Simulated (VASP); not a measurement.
Set up this calculation in VASP 6.6.1, as the native input.

- Task: single point
- Functional: r2SCAN
- Potentials or basis: VASP PAW PBE potentials, release 64 (Sn_d, O)
- Cutoff: 520 eV
- k mesh: 6 × 6 × 8
- Occupations: gaussian, width 0.05 eV
- Spin: no spin polarisation
- Dipole correction: no
- Further INCAR settings: ALGO = Normal; EDIFF = 1e-07; NBANDS = 35

Crystal: SnO2.

```
CELL_PARAMETERS angstrom
4.75982 0.00000 0.00000
0.00000 4.76006 0.00000
0.00000 0.00000 3.20071
ATOMIC_POSITIONS crystal
Sn 0.50000 0.50000 0.50000
Sn 0.00000 0.00000 0.00000
O 0.33186 0.27996 0.00000
O 0.83186 0.22004 0.50000
O 0.16814 0.77996 0.50000
O 0.66814 0.72004 0.00000
```

This cell differs from its parent crystal: mode 4 (119.0 1/cm) frozen in, largest displacement +0.175 Å.

One way to write it, as run:

POSCAR

```
SnO2
1.0
    4.7598181121      0.0000000000      0.0000000000
    0.0000000000      4.7600576133      0.0000000000
    0.0000000000      0.0000000000      3.2007107582
Sn O
2 4
Direct
    0.5000000000      0.5000000000      0.5000000000
    0.0000000000      0.0000000000      0.0000000000
    0.3318611273      0.2799631720      0.0000000000
    0.8318611273      0.2200368280      0.5000000000
    0.1681388727      0.7799631720      0.5000000000
    0.6681388727      0.7200368280      0.0000000000
```

INCAR.step1

```
SYSTEM = SnO2
ALGO = Normal
EDIFF = 1E-4
ENCUT = 520
GGA = PE
ISMEAR = 0
LASPH = .True.
LCHARG = .False.
LREAL = .False.
LWAVE = .True.
NBANDS = 35
NELM = 80
PREC = Accurate
SIGMA = 0.05
```

INCAR.step2

```
SYSTEM = SnO2
ALGO = Normal
EDIFF = 1E-7
ENCUT = 520
ISIF = 2
ISMEAR = 0
ISTART = 1
LASPH = .True.
LCHARG = .False.
LMIXTAU = .True.
LREAL = .False.
LWAVE = .False.
METAGGA = R2SCAN
NBANDS = 35
NELM = 80
PREC = Accurate
SIGMA = 0.05
```

KPOINTS

```
k-points
0
Gamma
  6 6 8
  0 0 0
```

Potentials or basis: VASP PAW PBE potentials, release 64 (Sn_d, O).

Launch:

```console
$ cat potpaw_PBE.64/Sn_d/POTCAR potpaw_PBE.64/O/POTCAR > POTCAR
$ cp INCAR.step1 INCAR
$ mpirun -np 1 vasp_std > vasp.out
$ cp INCAR.step2 INCAR
$ mpirun -np 1 vasp_std > vasp.out
```

It gave:

```yaml
Pressure: -0.5 GPa
Largest_force: 0.195 eV/Å
Band_gap_on_the_k_mesh: 1.93 eV, direct
```

Caveat: the cell differs from its parent crystal (mode 4 (119.0 1/cm) frozen in, largest displacement +0.175 Å); the PAW data sets were made with another functional, which shifts forces and pressure a little; spin-orbit coupling is left out, which moves the levels of the heavy elements.

Run time: 8.1 min on 1 thread of Intel(R) Xeon(R) 6975P-C (Granite Rapids), with other jobs on the host, peak memory 0.29 GiB.
